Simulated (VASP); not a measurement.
# SbO4 (P-43m) in VASP: single point with PBE

Aim: the single point of SbO4 with PBE.

All numbers are computed with VASP 6.6.1; they aren't measurements. Logs are shortened: lines on timing, memory, paths and dates and some standing lists are left out, and cuts for length are marked.

**1. The cell of the first run**

It takes space group P-43m (No. 215, cubic). The conventional cell has a = 4.334 Å, b = 4.334 Å, c = 4.334 Å, α = 90.00°, β = 90.00°, γ = 90.00°. Sb (site symmetry -43m) has 4 O at 1.83 Å within 2.4 Å. O (site symmetry 3m) has 1 Sb at 1.83 Å within 2.4 Å.

The cell was generated, and may not be a known phase.

**2. Single point, PBE**

INCAR

```
ALGO     = Normal         # electronic algorithm
EDIFF    = 1E-7           # SCF threshold, eV
ENCUT    = 520            # plane-wave cutoff, eV
GGA      = PE             # functional
ISIF     = 2              # what is computed and relaxed
ISMEAR   = 0              # smearing method
LASPH    = T              # aspherical terms in the spheres
LCHARG   = F              # write CHGCAR
LREAL    = F              # projectors in reciprocal space
LWAVE    = F              # write WAVECAR
NBANDS   = 22             # bands
NELM     = 80             # most SCF steps
PREC     = Accurate       # precision mode
SIGMA    = 0.1            # smearing width, eV
```

KPOINTS

```
k-points
0
Gamma
  4 4 4
```

POSCAR

```
SbO4
1.0
    4.3341880800      0.0000000000      0.0000000000
    0.0000000000      4.3341880800      0.0000000000
    0.0000000000      0.0000000000      4.3341880800
Sb O
1 4
Direct
    0.0000000000      0.0000000000      0.0000000000
    0.2437810800      0.7562189200      0.7562189200
    0.7562189200      0.2437810800      0.7562189200
    0.7562189200      0.7562189200      0.2437810800
    0.2437810800      0.2437810800      0.2437810800
```

Potentials or basis: VASP PAW PBE potentials, release 64 (Sb, O).

The run is started by

```bash
> cat potpaw_PBE.64/Sb/POTCAR potpaw_PBE.64/O/POTCAR > POTCAR
> mpirun -np 1 vasp_std > vasp.out
```

OUTCAR:

```text
EDIFF = 1E-7
   ENCUT = 520
   GGA = PE
   ISIF = 2
   ISMEAR = 0
   LASPH = T
   LREAL = F
   NELM = 80
   PREC = Accurate

 ion  position               nearest neighbor table
   1  0.000  0.000  0.000-   2 1.83   3 1.83   4 1.83   5 1.83
   2  0.244  0.756  0.756-   1 1.83
   3  0.756  0.244  0.756-   1 1.83
   4  0.756  0.756  0.244-   1 1.83
   5  0.244  0.244  0.244-   1 1.83

  LATTYP: Found a simple cubic cell.
 ALAT       =     4.3341880800

  Lattice vectors:

 A1 = (   4.3341880800,   0.0000000000,   0.0000000000)
 A2 = (   0.0000000000,   4.3341880800,   0.0000000000)
 A3 = (   0.0000000000,   0.0000000000,   4.3341880800)

Analysis of symmetry for initial positions (statically):
=====================================================================
 Subroutine PRICEL returns:
 Original cell was already a primitive cell.

 Routine SETGRP: Setting up the symmetry group for a
 simple cubic supercell.

 Subroutine GETGRP returns: Found 24 space group operations
 (whereof 24 operations were pure point group operations)
 out of a pool of 48 trial point group operations.

The static configuration has the point symmetry T_d .

Analysis of symmetry for dynamics (positions and initial velocities):
=====================================================================
 Subroutine PRICEL returns:
 Original cell was already a primitive cell.

 Routine SETGRP: Setting up the symmetry group for a
 simple cubic supercell.

 Subroutine GETGRP returns: Found 24 space group operations
 (whereof 24 operations were pure point group operations)
 out of a pool of 48 trial point group operations.

The dynamic configuration has the point symmetry T_d .

 Subroutine INISYM returns: Found 24 space group operations
 (whereof 24 operations are pure point group operations),
 and found     1 'primitive' translations

----------------------------------------------------------------------------------------

                                     Primitive cell

  volume of cell :      81.4185

  direct lattice vectors                    reciprocal lattice vectors
     4.334188080  0.000000000  0.000000000     0.230723721  0.000000000  0.000000000
     0.000000000  4.334188080  0.000000000     0.000000000  0.230723721  0.000000000
     0.000000000  0.000000000  4.334188080     0.000000000  0.000000000  0.230723721

  length of vectors
     4.334188080  4.334188080  4.334188080     0.230723721  0.230723721  0.230723721

  position of ions in fractional coordinates (direct lattice)
     0.000000000  0.000000000  0.000000000
     0.243781080  0.756218920  0.756218920
     0.756218920  0.243781080  0.756218920
     0.756218920  0.756218920  0.243781080
     0.243781080  0.243781080  0.243781080

  ion indices of the primitive-cell ions
   primitive index   ion index
                 1           1
                 2           2
                 3           3
                 4           4
                 5           5

----------------------------------------------------------------------------------------

 KPOINTS: k-points

Automatic generation of k-mesh.
 Grid dimensions read from file:
 generate k-points for:    4    4    4

 Generating k-lattice:

  Cartesian coordinates                     Fractional coordinates (reciprocal lattice)
     0.057680930  0.000000000  0.000000000     0.250000000  0.000000000  0.000000000
     0.000000000  0.057680930  0.000000000     0.000000000  0.250000000  0.000000000
     0.000000000  0.000000000  0.057680930     0.000000000  0.000000000  0.250000000

  Length of vectors
     0.057680930  0.057680930  0.057680930

  Shift w.r.t. Gamma in fractional coordinates (k-lattice)
     0.000000000  0.000000000  0.000000000

 Subroutine IBZKPT returns following result:
 ===========================================

 Found     10 irreducible k-points:

 Following reciprocal coordinates:
            Coordinates               Weight
  0.000000  0.000000  0.000000      1.000000
  0.250000  0.000000  0.000000      6.000000
  0.500000  0.000000  0.000000      3.000000
  0.250000  0.250000  0.000000     12.000000
  0.500000  0.250000  0.000000     12.000000
  0.500000  0.500000  0.000000      3.000000
  0.250000  0.250000  0.250000      8.000000
  0.500000  0.250000  0.250000     12.000000
  0.500000  0.500000  0.250000      6.000000
  0.500000  0.500000  0.500000      1.000000
   k-points           NKPTS =     10   k-points in BZ     NKDIM =     10   number of bands    NBANDS=     22
   number of dos      NEDOS =    301   number of ions     NIONS =      5
   total plane-waves  NPLWV =  32768
   dimension x,y,z NGX =    32 NGY =   32 NGZ =   32
   dimension x,y,z NGXF=    64 NGYF=   64 NGZF=   64
   ions per type =               1   4
   NGX,Y,Z   is equivalent  to a cutoff of  12.27, 12.27, 12.27 a.u.
   NGXF,Y,Z  is equivalent  to a cutoff of  24.55, 24.55, 24.55 a.u.
 SYSTEM =  unknown system
   PREC   = accura    normal or accurate (medium, high low for compatibility)
   ISTART =      0    job   : 0-new  1-cont  2-samecut
   ICHARG =      2    charge: 1-file 2-atom 10-const
   ISPIN  =      1    spin polarized calculation?
   LNONCOLLINEAR =      F non collinear calculations
   LSORBIT =      F    spin-orbit coupling
   LASPH  =      T    aspherical Exc in radial PAW
   ENCUT  =  520.0 eV  38.22 Ry    6.18 a.u.   8.06  8.06  8.06*2*pi/ulx,y,z
   NELM   =     80;   NELMIN=  2; NELMDL= -5     # of ELM steps
   EDIFF  = 0.1E-06   stopping-criterion for ELM
   LREAL  =      F    real-space projection
   EDIFFG = 0.1E-05   stopping-criterion for IOM
   NSW    =      0    number of steps for IOM
   IBRION =     -1    ionic relax: 0-MD 1-quasi-New 2-CG
   NFREE  =      0    steps in history (QN), initial steepest desc. (CG)
   ISIF   =      2    stress and relaxation
   ISYM   =      2    0-nonsym 1-usesym 2-fastsym
   POTIM  = 0.5000    time-step for ionic-motion
   TEBEG  =    0.0;   TEEND  =   0.0 temperature during run
   PSTRESS=    0.0 pullay stress
   NELECT =      29.0000    total number of electrons
   NUPDOWN=      -1.0000    fix difference up-down
   EMIN   =  10.00;   EMAX   =-10.00  energy-range for DOS
   EFERMI =   0.00;   METHOD = LEGACY
   ISMEAR =     0;   SIGMA  =   0.10  broadening in eV -4-tet -1-fermi 0-gaus
   EFERMI_NEDOS =   21; number of points for ismear=-14 and -15
   IALGO  =     38    algorithm
   IMIX   =      4    mixing-type and parameters
     AMIX     =   0.40;   BMIX     =  1.00
     AMIX_MAG =   1.60;   BMIX_MAG =  1.00
  volume/ion in A,a.u.               =      16.28       109.89
  Fermi-wavevector in a.u.,A,eV,Ry     =   1.160468  2.192966 18.322767  1.346685
  Thomas-Fermi vector in A             =   2.297050
   LORBIT       =      0    0 simple, 1 ext, 2 COOP (PROOUT), +10 PAW based schemes
   GGA     = PE    functional components
   LHFCALC =     F    Hartree Fock is set to
   AEXX    =    0.0000 exact exchange contribution
   IVDW    =     0    specifies the selected vdW correction
   LEPSILON=     F    determine dielectric tensor
   LRPA    =     F    only Hartree local field effects (RPA)
 non-spin polarized calculation
 Gauss-broadening in eV      SIGMA  =   0.10
  energy-cutoff  :      520.00
  volume of cell :       81.42
 maximum number of plane-waves:      2272
   NGX = 17   NGY = 17   NGZ = 17

 number of electron      29.0000031 magnetization

 Free energy of the ion-electron system (eV)
  ---------------------------------------------------
  ext. energy  EPLUGINS =         0.00000000
  ---------------------------------------------------
  free energy    TOTEN  =       -21.37342813 eV

  energy without entropy =      -21.28569967  energy(sigma->0) =      -21.32956390

 E-fermi :  -0.6741     XC(G=0):  -8.8161

 val. band max:       -0.6880009146   @ k =   0.2500   0.2500   0.0000
 cond. band min:      -0.6739518209   @ k =   0.5000   0.2500   0.0000
 fundamental gap:      0.0140490937
 Fermi energy:        -0.6740739790

 k-point     1 :       0.0000    0.0000    0.0000
  band No.  band energies     occupation
      1     -18.7744      2.00000
      2     -16.7414      2.00000
      3     -16.7414      2.00000
      4     -16.7414      2.00000
      5      -6.5358      2.00000
      6      -2.8708      2.00000
[... 14 lines left out ...]
     21      11.0844      0.00000
     22      13.2156      0.00000

 k-point     2 :       0.2500    0.0000    0.0000
  band No.  band energies     occupation
      1     -18.6707      2.00000
      2     -16.8885      2.00000
      3     -16.7329      2.00000
      4     -16.7329      2.00000
      5      -6.3934      2.00000
      6      -3.1545      2.00000
[... 14 lines left out ...]
     21      11.5211      0.00000
     22      13.2511      0.00000

 k-point     3 :       0.5000    0.0000    0.0000
  band No.  band energies     occupation
      1     -18.5481      2.00000
      2     -17.0539      2.00000
      3     -16.7237      2.00000
      4     -16.7237      2.00000
      5      -6.2355      2.00000
      6      -3.3781      2.00000
[... 14 lines left out ...]
     21      12.1984      0.00000
     22      13.2874      0.00000

 k-point     4 :       0.2500    0.2500    0.0000
  band No.  band energies     occupation
      1     -18.5757      2.00000
      2     -16.8799      2.00000
      3     -16.8432      2.00000
      4     -16.7394      2.00000
      5      -6.3404      2.00000
      6      -3.4179      2.00000
[... 14 lines left out ...]
     21      11.8984      0.00000
     22      13.2796      0.00000

 k-point     5 :       0.5000    0.2500    0.0000
  band No.  band energies     occupation
      1     -18.4647      2.00000
      2     -17.0067      2.00000
      3     -16.8267      2.00000
      4     -16.7525      2.00000
      5      -6.2831      2.00000
      6      -3.6688      2.00000
[... 14 lines left out ...]
     21      12.5198      0.00000
     22      12.8850      0.00000

 k-point     6 :       0.5000    0.5000    0.0000
  band No.  band energies     occupation
      1     -18.3698      2.00000
      2     -16.9412      2.00000
      3     -16.9412      2.00000
      4     -16.7995      2.00000
      5      -6.3281      2.00000
      6      -3.9102      2.00000
[... 14 lines left out ...]
     21      12.0196      0.00000
     22      13.0062      0.00000

 k-point     7 :       0.2500    0.2500    0.2500
  band No.  band energies     occupation
      1     -18.4900      2.00000
      2     -16.8824      2.00000
      3     -16.8325      2.00000
      4     -16.8325      2.00000
      5      -6.3949      2.00000
      6      -3.4787      2.00000
[... 14 lines left out ...]
     21      11.9757      0.00000
     22      13.1915      0.00000

 k-point     8 :       0.5000    0.2500    0.2500
  band No.  band energies     occupation
      1     -18.3918      2.00000
      2     -16.9737      2.00000
      3     -16.8493      2.00000
      4     -16.8218      2.00000
      5      -6.4430      2.00000
      6      -3.7100      2.00000
[... 14 lines left out ...]
     21      12.0198      0.00000
     22      12.7930      0.00000

 k-point     9 :       0.5000    0.5000    0.2500
  band No.  band energies     occupation
      1     -18.3101      2.00000
      2     -16.9287      2.00000
      3     -16.9287      2.00000
      4     -16.8550      2.00000
      5      -6.5829      2.00000
      6      -3.9476      2.00000
[... 14 lines left out ...]
     21      11.7617      0.00000
     22      12.9463      0.00000

 k-point    10 :       0.5000    0.5000    0.5000
  band No.  band energies     occupation
      1     -18.2452      2.00000
      2     -16.9166      2.00000
      3     -16.9166      2.00000
      4     -16.9166      2.00000
      5      -6.7980      2.00000
      6      -4.0390      2.00000
[... 14 lines left out ...]
     21      12.3655      0.00000
     22      12.3655      0.00000

------------------------ aborting loop because EDIFF is reached ----------------------------------------

  FORCE on cell =-STRESS in cart. coord.  units (eV):
  Direction    XX          YY          ZZ          XY          YZ          ZX
  --------------------------------------------------------------------------------------
  -------------------------------------------------------------------------------------
  Total        6.3131647      6.3131647      6.3131647     -0.0000000      0.0000000     -0.0000000
  in kB      124.2322763    124.2322763    124.2322763     -0.0000000      0.0000000     -0.0000000
  external PRESSURE =     124.2322763 kB  Pullay stress =       0.0000000 kB

 VOLUME and BASIS-vectors are now :
 -----------------------------------------------------------------------------
  energy-cutoff  :      520.00
  volume of cell :       81.42
      direct lattice vectors                 reciprocal lattice vectors
     4.334188080  0.000000000  0.000000000     0.230723721  0.000000000  0.000000000
     0.000000000  4.334188080  0.000000000     0.000000000  0.230723721  0.000000000
     0.000000000  0.000000000  4.334188080     0.000000000  0.000000000  0.230723721

 POSITION                                       TOTAL-FORCE (eV/Angst)
 -----------------------------------------------------------------------------------
      0.00000      0.00000      0.00000         0.000000     -0.000000     -0.000000
      1.05659      3.27760      3.27760         1.975199     -1.975199     -1.975199
      3.27760      1.05659      3.27760        -1.975199      1.975199     -1.975199
      3.27760      3.27760      1.05659        -1.975199     -1.975199      1.975199
      1.05659      1.05659      1.05659         1.975199      1.975199      1.975199
 -----------------------------------------------------------------------------------
    total drift:                               -0.000000     -0.000000     -0.000000

  FREE ENERGIE OF THE ION-ELECTRON SYSTEM (eV)
  ---------------------------------------------------
  free  energy   TOTEN  =       -21.3734281326 eV

  energy  without entropy=      -21.2856996749  energy(sigma->0) =      -21.32956390
```

Wall time 12 s (1 thread of AMD EPYC 7R43 (Zen 3), shared host); peak memory 0.15 GiB.

Results:

```yaml
Free_energy: -21.3734 eV
Pressure: 12.4 GPa
Largest_force: 3.421 eV/Å
Band_gap_on_the_k_mesh: zero (an odd number of electrons rules out a gap without spin polarisation)
```

Forces on the atoms (eV/Å):
```
Sb   0.000  0.000  0.000
O    1.975 -1.975 -1.975
O   -1.975  1.975 -1.975
O   -1.975 -1.975  1.975
O    1.975  1.975  1.975
```

Caveat: the k points lie up to 0.36 Å⁻¹ apart, too coarse for converged energies and pressures of a metal; spin-orbit coupling is left out, which moves the levels of the heavy elements; an odd number of electrons without spin polarisation forces a metal; a magnetic or distorted state may lie lower.
